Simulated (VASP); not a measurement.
# SrO (Fm-3m) in VASP: settings compared, part 2 of 2

VASP 6.6.1.

**4. Relaxation of cell and atoms, PBE+D3(BJ)**

This run uses another cell than the first one, of 16.90 Å³/atom.

The input, INCAR:

```
SYSTEM = SrO
PREC = Accurate
ENCUT = 600
EDIFF = 1E-6
ISMEAR = -1
SIGMA = 0.05
LREAL = .False.
LASPH = .True.
NELM = 60
ALGO = Normal
ISIF = 3
LWAVE = .False.
LCHARG = .False.
GGA = PE
IVDW = 12
IBRION = 2
NSW = 80
EDIFFG = -0.02
```

The input, KPOINTS:

```
regular mesh
0
Gamma
  9 9 9
  0 0 0
```

The input, POSCAR:

```
SrO
1.0
    0.0000000000      2.5663000000      2.5663000000
    2.5663000000      0.0000000000      2.5663000000
    2.5663000000      2.5663000000      0.0000000000
Sr O
1 1
Direct
    0.5000000000      0.5000000000      0.5000000000
    0.0000000000      0.0000000000      0.0000000000
```

Potentials or basis: VASP PAW PBE potentials, release 64 (Sr_sv, O).

The run is started by

```
> cat potpaw_PBE.64/Sr_sv/POTCAR potpaw_PBE.64/O/POTCAR > POTCAR
> mpirun -np 1 vasp_std > vasp.out
```

OUTCAR:

```text
SYSTEM = SrO
   PREC = Accurate
   ENCUT = 600
   EDIFF = 1E-6
   ISMEAR = -1
   LREAL = .False.
   LASPH = .True.
   NELM = 60
   ISIF = 3
   GGA = PE
   IVDW = 12
   IBRION = 2
   NSW = 80
   EDIFFG = -0.02
 IVDW          = 12

 ion  position               nearest neighbor table
   1  0.500  0.500  0.500-   2 2.57   2 2.57   2 2.57   2 2.57   2 2.57   2 2.57
   2  0.000  0.000  0.000-   1 2.57   1 2.57   1 2.57   1 2.57   1 2.57   1 2.57

  LATTYP: Found a face centered cubic cell.
 ALAT       =     5.1326000000

  Lattice vectors:

 A1 = (   0.0000000000,   2.5663000000,   2.5663000000)
 A2 = (   2.5663000000,   0.0000000000,   2.5663000000)
 A3 = (   2.5663000000,   2.5663000000,   0.0000000000)

Analysis of symmetry for initial positions (statically):
=====================================================================
 Subroutine PRICEL returns:
 Original cell was already a primitive cell.

 Routine SETGRP: Setting up the symmetry group for a
 face centered cubic supercell.

 Subroutine GETGRP returns: Found 48 space group operations
 (whereof 48 operations were pure point group operations)
 out of a pool of 48 trial point group operations.

The static configuration has the point symmetry O_h .

Analysis of symmetry for dynamics (positions and initial velocities):
=====================================================================
 Subroutine PRICEL returns:
 Original cell was already a primitive cell.

 Routine SETGRP: Setting up the symmetry group for a
 face centered cubic supercell.

 Subroutine GETGRP returns: Found 48 space group operations
 (whereof 48 operations were pure point group operations)
 out of a pool of 48 trial point group operations.

The dynamic configuration has the point symmetry O_h .

 Subroutine INISYM returns: Found 48 space group operations
 (whereof 48 operations are pure point group operations),
 and found     1 'primitive' translations

----------------------------------------------------------------------------------------

                                     Primitive cell

  volume of cell :      33.8028

  direct lattice vectors                    reciprocal lattice vectors
     0.000000000  2.566300000  2.566300000    -0.194833028  0.194833028  0.194833028
     2.566300000  0.000000000  2.566300000     0.194833028 -0.194833028  0.194833028
     2.566300000  2.566300000  0.000000000     0.194833028  0.194833028 -0.194833028

  length of vectors
     3.629296265  3.629296265  3.629296265     0.337460704  0.337460704  0.337460704

  position of ions in fractional coordinates (direct lattice)
     0.500000000  0.500000000  0.500000000
     0.000000000  0.000000000  0.000000000

  ion indices of the primitive-cell ions
   primitive index   ion index
                 1           1
                 2           2

----------------------------------------------------------------------------------------

 KPOINTS: regular mesh

Automatic generation of k-mesh.
 Grid dimensions read from file:
 generate k-points for:    9    9    9

 Generating k-lattice:

  Cartesian coordinates                     Fractional coordinates (reciprocal lattice)
    -0.021648114  0.021648114  0.021648114     0.111111111  0.000000000  0.000000000
     0.021648114 -0.021648114  0.021648114     0.000000000  0.111111111  0.000000000
     0.021648114  0.021648114 -0.021648114     0.000000000  0.000000000  0.111111111

  Length of vectors
     0.037495634  0.037495634  0.037495634

  Shift w.r.t. Gamma in fractional coordinates (k-lattice)
     0.000000000  0.000000000  0.000000000

 Subroutine IBZKPT returns following result:
 ===========================================

 Found     35 irreducible k-points:

 Following reciprocal coordinates:
            Coordinates               Weight
  0.000000  0.000000  0.000000      1.000000
  0.111111  0.000000  0.000000      8.000000
  0.222222  0.000000  0.000000      8.000000
  0.333333  0.000000  0.000000      8.000000
  0.444444  0.000000  0.000000      8.000000
  0.111111  0.111111  0.000000      6.000000
[... 16 lines left out ...]
 -0.333333  0.333333  0.000000     12.000000
  0.444444  0.444444  0.000000      6.000000
 [... further k-points ...]
   k-points           NKPTS =     35   k-points in BZ     NKDIM =     35   number of bands    NBANDS=     12
   number of dos      NEDOS =    301   number of ions     NIONS =      2
   total plane-waves  NPLWV =  27000
   dimension x,y,z NGX =    30 NGY =   30 NGZ =   30
   dimension x,y,z NGXF=    60 NGYF=   60 NGZF=   60
   ions per type =               1   1
   NGX,Y,Z   is equivalent  to a cutoff of  13.74, 13.74, 13.74 a.u.
   NGXF,Y,Z  is equivalent  to a cutoff of  27.48, 27.48, 27.48 a.u.
 SYSTEM =  SrO
   PREC   = accura    normal or accurate (medium, high low for compatibility)
   ISTART =      0    job   : 0-new  1-cont  2-samecut
   ICHARG =      2    charge: 1-file 2-atom 10-const
   ISPIN  =      1    spin polarized calculation?
   LNONCOLLINEAR =      F non collinear calculations
   LSORBIT =      F    spin-orbit coupling
   LASPH  =      T    aspherical Exc in radial PAW
   ENCUT  =  600.0 eV  44.10 Ry    6.64 a.u.   7.25  7.25  7.25*2*pi/ulx,y,z
   NELM   =     60;   NELMIN=  2; NELMDL= -5     # of ELM steps
   EDIFF  = 0.1E-05   stopping-criterion for ELM
   LREAL  =      F    real-space projection
   EDIFFG = -.2E-01   stopping-criterion for IOM
   NSW    =     80    number of steps for IOM
   IBRION =      2    ionic relax: 0-MD 1-quasi-New 2-CG
   NFREE  =      1    steps in history (QN), initial steepest desc. (CG)
   ISIF   =      3    stress and relaxation
   ISYM   =      2    0-nonsym 1-usesym 2-fastsym
   POTIM  = 0.5000    time-step for ionic-motion
   TEBEG  =    0.0;   TEEND  =   0.0 temperature during run
   PSTRESS=    0.0 pullay stress
   NELECT =      16.0000    total number of electrons
   NUPDOWN=      -1.0000    fix difference up-down
   EMIN   =  10.00;   EMAX   =-10.00  energy-range for DOS
   EFERMI =   0.00;   METHOD = LEGACY
   ISMEAR =    -1;   SIGMA  =   0.05  broadening in eV -4-tet -1-fermi 0-gaus
   EFERMI_NEDOS =   21; number of points for ismear=-14 and -15
   IALGO  =     38    algorithm
   IMIX   =      4    mixing-type and parameters
     AMIX     =   0.40;   BMIX     =  1.00
     AMIX_MAG =   1.60;   BMIX_MAG =  1.00
  volume/ion in A,a.u.               =      16.90       114.06
  Fermi-wavevector in a.u.,A,eV,Ry     =   1.275843  2.410995 22.147245  1.627777
  Thomas-Fermi vector in A             =   2.408533
   LORBIT       =      0    0 simple, 1 ext, 2 COOP (PROOUT), +10 PAW based schemes
   GGA     = PE    functional components
   LHFCALC =     F    Hartree Fock is set to
   AEXX    =    0.0000 exact exchange contribution
   IVDW    =    12    specifies the selected vdW correction
   LEPSILON=     F    determine dielectric tensor
   LRPA    =     F    only Hartree local field effects (RPA)
 conjugate gradient relaxation of ions
 non-spin polarized calculation
  energy-cutoff  :      600.00
  volume of cell :       33.80
 maximum number of plane-waves:      1147
 NGX is ok and might be reduce to    30
   NGX = 15   NGY = 15   NGZ = 15

--------------------------------------- Ionic step        1  -------------------------------------------

 number of electron      15.9999997 magnetization

 Free energy of the ion-electron system (eV)
  ---------------------------------------------------
  ext. energy  EPLUGINS =         0.00000000
  ---------------------------------------------------
  free energy    TOTEN  =       -12.03870930 eV

  energy without entropy =      -12.03870930  energy(sigma->0) =      -12.03870930

 E-fermi :   2.6818     XC(G=0): -10.0521

 val. band max:        1.6881151981   @ k =   0.0000   0.0000   0.0000
 cond. band min:       5.0091832983   @ k =   0.4444   0.4444   0.0000
 fundamental gap:      3.3210681002
 Fermi energy:         2.6817915821

 k-point     1 :       0.0000    0.0000    0.0000
  band No.  band energies     occupation
      1     -30.6809      2.00000
      2     -13.4090      2.00000
      3     -12.3129      2.00000
      4     -12.3129      2.00000
      5     -12.3129      2.00000
      6       1.6881      2.00000
      7       1.6881      2.00000
      8       1.6881      2.00000
      9       5.7118      0.00000
     10       7.9119      0.00000
     11       7.9119      0.00000
     12       7.9119      0.00000
[... 422 lines left out ...]
  energy  without entropy=      -12.5348474752  energy(sigma->0) =      -12.53484748

--------------------------------------- Ionic step        3  -------------------------------------------

 number of electron      15.9999998 magnetization

 Free energy of the ion-electron system (eV)
  ---------------------------------------------------
  ext. energy  EPLUGINS =         0.00000000
  ---------------------------------------------------
  free energy    TOTEN  =       -12.04857569 eV

  energy without entropy =      -12.04857569  energy(sigma->0) =      -12.04857569

 E-fermi :   2.6654     XC(G=0):  -9.9809

 val. band max:        1.6172414817   @ k =   0.0000   0.0000   0.0000
 cond. band min:       4.9461273756   @ k =   0.4444   0.4444   0.0000
 fundamental gap:      3.3288858939
 Fermi energy:         2.6654488847

 k-point     1 :       0.0000    0.0000    0.0000
  band No.  band energies     occupation
      1     -30.8046      2.00000
      2     -13.4609      2.00000
      3     -12.4523      2.00000
      4     -12.4523      2.00000
      5     -12.4523      2.00000
      6       1.6172      2.00000
      7       1.6172      2.00000
      8       1.6172      2.00000
      9       5.5331      0.00000
     10       7.8077      0.00000
     11       7.8077      0.00000
     12       7.8077      0.00000
[... 378 lines left out ...]
  FREE ENERGIE OF THE ION-ELECTRON SYSTEM (eV)
  ---------------------------------------------------
  free  energy   TOTEN  =       -12.5352197129 eV

  energy  without entropy=      -12.5352197129  energy(sigma->0) =      -12.53521971

 reached required accuracy - stopping structural energy minimisation
```

It took 64 s on 1 thread of Intel Xeon Platinum 8259CL at 2.50GHz (Skylake/Cascade Lake), shared host; peak memory 0.19 GiB.

Results:

```
Free energy                           : -12.5352 eV
Relaxed volume                        : 17.16 Å³/atom
Relaxed cell                          : a = 3.648 Å, b = 3.648 Å, c = 3.648 Å, α = 60.00°, β = 60.00°, γ = 60.00°
Space group after relaxing (to 0.1 Å) : Fm-3m (No. 225)
Energy gained by relaxing             : 1.1 meV/atom
Ionic steps                           : 3
Pressure after relaxing               : 0.0 GPa
Band gap on the k mesh                : 3.33 eV (least direct gap 3.43 eV)
Dispersion energy per atom            : -0.243 eV
```

Step by step:
| step | energy change (eV) | largest force (eV/Å) | pressure (GPa) | volume (Å³) |
| --- | --- | --- | --- | --- |
| 1 | 0.0000 | 0.0000 | 1.40 | 33.80 |
| 2 | -0.0018 | 0.0000 | -0.55 | 34.53 |
| 3 | -0.0022 | 0.0000 | 0.01 | 34.32 |

Final structure:
```
CELL_PARAMETERS angstrom
0.00000 2.57922 2.57922
2.57922 0.00000 2.57922
2.57922 2.57922 0.00000
ATOMIC_POSITIONS crystal
Sr 0.50000 0.50000 0.50000
O 0.00000 0.00000 0.00000
```

Caveat: an odd mesh through Γ misses points on the zone boundary, where band edges can lie. Zero-point motion and thermal expansion aren't in these numbers.

**5. Single point, LDA**

This run uses another cell than the first one, of 16.90 Å³/atom.

The input, INCAR:

```
PREC = Accurate
ENCUT = 520
EDIFF = 1E-6
ISMEAR = -1
SIGMA = 0.05
LREAL = False
LASPH = True
NELM = 60
ALGO = Normal
ISIF = 2
LWAVE = False
LCHARG = True
LELF = True
LVHAR = True
NBANDS = 15
```

The input, KPOINTS:

```
Automatic mesh
0
Gamma
  9 9 9
```

POSCAR is that of step 4.

Potentials or basis: VASP PAW LDA potentials, release 64 (Sr_sv, O).

The run is started by

```
> cat potpaw_LDA.64/Sr_sv/POTCAR potpaw_LDA.64/O/POTCAR > POTCAR
> mpirun -np 1 vasp_std > vasp.out
```

Run time: 17 s. Hardware: 1 thread of Intel Xeon 8259CL, shared host; peak memory 0.15 GiB.

Results (log left out):

```yaml
Free_energy: -13.3776 eV
Pressure: -3.1 GPa
Band_gap_on_the_k_mesh: 3.15 eV (least direct gap 3.24 eV)
```

Levels at points of the mesh, in eV from the valence-band top:
```csv
k point,band 4,band 5,band 6,band 7,band 8,band 9,band 10,band 11,band 12,band 13
"(0.00, 0.00, 0.00)",-13.79,-13.79,0.00,0.00,0.00,3.84,6.12,6.12,6.12,8.35
```

Caveat: the cell stands under tension; an odd mesh through Γ misses points on the zone boundary, where band edges can lie.

**6. Single point, PBE**

This run uses another cell than the first one, of 16.90 Å³/atom.

The input, INCAR:

```
ALGO     = Normal         # electronic algorithm
EDIFF    = 1E-7           # SCF threshold, eV
ENCUT    = 520            # plane-wave cutoff, eV
GGA      = PE             # functional
ISIF     = 2              # what is computed and relaxed
ISMEAR   = 0              # smearing method
LASPH    = True           # aspherical terms in the spheres
LCHARG   = True           # write CHGCAR
LELF     = True           # ELF
LREAL    = False          # projectors in reciprocal space
LVHAR    = True         
LWAVE    = False          # write WAVECAR
NBANDS   = 15             # bands
NELM     = 80             # most SCF steps
PREC     = Accurate       # precision mode
SIGMA    = 0.02           # smearing width, eV
```

The input, KPOINTS:

```
k-points
0
Gamma
  9 9 9
```

POSCAR is that of step 5.

Potentials or basis: VASP PAW PBE potentials, release 64 (Sr_sv, O).

The run is started by

```
> cat potpaw_PBE.64/Sr_sv/POTCAR potpaw_PBE.64/O/POTCAR > POTCAR
> mpirun -np 1 vasp_std > vasp.out
```

It took 23 s on 1 thread of Intel Xeon 8259CL, shared host; peak memory 0.17 GiB.

Results (log left out):

- Free energy: -12.0370 eV
- Pressure: 3.9 GPa
- Band gap on the k mesh: 3.32 eV (least direct gap 3.41 eV)

Levels at points of the mesh, in eV from the valence-band top:
```csv
k point,band 6,band 7,band 8,band 9,band 10,band 11
"(0.00, 0.00, 0.00)",0.00,0.00,0.00,4.02,6.22,6.22
```

Caveat: the cell stands under pressure; an odd mesh through Γ misses points on the zone boundary, where band edges can lie.

**7. Overview**

| task | level | potentials or basis | cell | cutoff (eV) | smearing | gap on the mesh (eV) | pressure (GPa) | relaxed volume (Å³/atom) |
| --- | --- | --- | --- | --- | --- | --- | --- | --- |
| single point | revPBE | VASP PAW PBE potentials, release 64 (Sr_sv, O) | a = 3.706 Å, angles 60.0°, 2 atoms | 520 | fermi-dirac 0.05 eV | 3.43 | 0.4 | - |
| relaxation of cell and atoms | revPBE | VASP PAW PBE potentials, release 64 (Sr_sv, O) | relaxed from a = 3.629 Å, angles 60.0°, 2 atoms | 600 | fermi-dirac 0.05 eV | 3.43 | 0.0 | 18.08 |
| relaxation of cell and atoms | PBE+D3(BJ) | VASP PAW PBE potentials, release 64 (Sr_sv, O) | relaxed from a = 3.629 Å, angles 60.0°, 2 atoms | 600 | fermi-dirac 0.05 eV | 3.33 | 0.0 | 17.16 |
| single point | LDA | VASP PAW LDA potentials, release 64 (Sr_sv, O) | a = 3.629 Å, angles 60.0°, 2 atoms | 520 | fermi-dirac 0.05 eV | 3.15 | -3.1 | - |
| single point | PBE | VASP PAW PBE potentials, release 64 (Sr_sv, O) | a = 3.629 Å, angles 60.0°, 2 atoms | 520 | gaussian 0.02 eV | 3.32 | 3.9 | - |

Alike in all rows: no spin polarisation; k mesh 9 × 9 × 9.

Caveats: an odd mesh through Γ misses points on the zone boundary, where band edges can lie; the PAW data sets were made with another functional, which shifts forces and pressure a little (at least some runs); the cell stands under tension (at least some runs); the cell stands under pressure (at least some runs).

Absolute energies hang on the potentials; compare differences alone.
